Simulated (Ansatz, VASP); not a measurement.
**Bi2Te3: VASP beside Ansatz**

File INCAR:

```
  PREC = Accurate
  ENCUT = 520
  EDIFF = 1E-6
  ISMEAR = 0
  SIGMA = 0.05
  LREAL = F
  LASPH = T
  NELM = 60
  ALGO = Normal
  ISIF = 2
  LWAVE = F
  LCHARG = T
  GGA = PE
  LELF = T
  LVHAR = T
  NBANDS = 32
```

File KPOINTS:

```
Automatic mesh
0
Gamma
  6 6 6
```

POSCAR

```
Bi2Te3
1.0
    2.2167829811      1.2798602508      9.8724877558
   -2.2167829811      1.2798602508      9.8724877558
    0.0000000000     -2.5597205017      9.8724877557
Bi Te
2 3
Direct
    0.8100778016      0.8100778016      0.8100778016
    0.3999227366      0.3999227366      0.3999227366
    0.6049964202      0.6049964202      0.6049964202
    0.2032426597      0.2032426597      0.2032426597
    0.0067603818      0.0067603818      0.0067603818
```

Input for Ansatz:

```yaml
crystal:
  lattice:
    - [2.2167829811, 1.2798602508, 9.8724877558]
    - [-2.2167829811, 1.2798602508, 9.8724877558]
    - [0.0, -2.5597205017, 9.8724877557]
  atoms:
    - { symbol: Bi, position: [0.8100778016, 0.8100778016, 0.8100778016] }
    - { symbol: Bi, position: [0.3999227366, 0.3999227366, 0.3999227366] }
    - { symbol: Te, position: [0.6049964202, 0.6049964202, 0.6049964202] }
    - { symbol: Te, position: [0.2032426597, 0.2032426597, 0.2032426597] }
    - { symbol: Te, position: [0.0067603818, 0.0067603818, 0.0067603818] }
basis:
  ecutwfc: 420
  ecutrho_ratio: 4
kpoints:
  mp_grid: { grid: [6, 6, 6] }
hamiltonian:
  xc: pbe
scf:
  occupations: { method: gaussian, width: 0.05 }
output:
  forces: true
  stress: true
  eigenvalues: true
  populations: true
  write_density: true
  write_potential: true
  elf: true
  volumetric_format: npy
```

Alike in both runs: task single point; functional PBE; k mesh 6 × 6 × 6; occupations gaussian, width 0.05 eV; no spin polarisation.

|  | VASP | Ansatz |
| --- | --- | --- |
| version | VASP 6.6.1 | Ansatz 0.2.0 |
| potentials or method | VASP PAW PBE potentials, release 64 (Bi_d, Te), cutoff 520 eV | scalar-relativistic, plane waves, PAW |
| valence electrons in the cell | 48 | 78 |

|  | VASP | Ansatz | Ansatz less VASP |
| --- | --- | --- | --- |
| gap on the k mesh at the Fermi level (eV) | none | none | - |
| pressure (GPa) | 0.8 | 0.8 | -0.02 |
| rms of the force components (eV/Å) | 0.006 | 0.004 | -0.0021 |

Atom by atom the forces differ by 0.002 eV/Å (rms over components). A gap of «none» marks a metal or a gap that the smearing closes. VASP's potentials hold 48 valence electrons a cell and Ansatz's 78, so a difference there can come from the potentials and not from the codes. Ansatz's warnings: structure snapped to symmetry.

Spin-orbit coupling is off throughout.
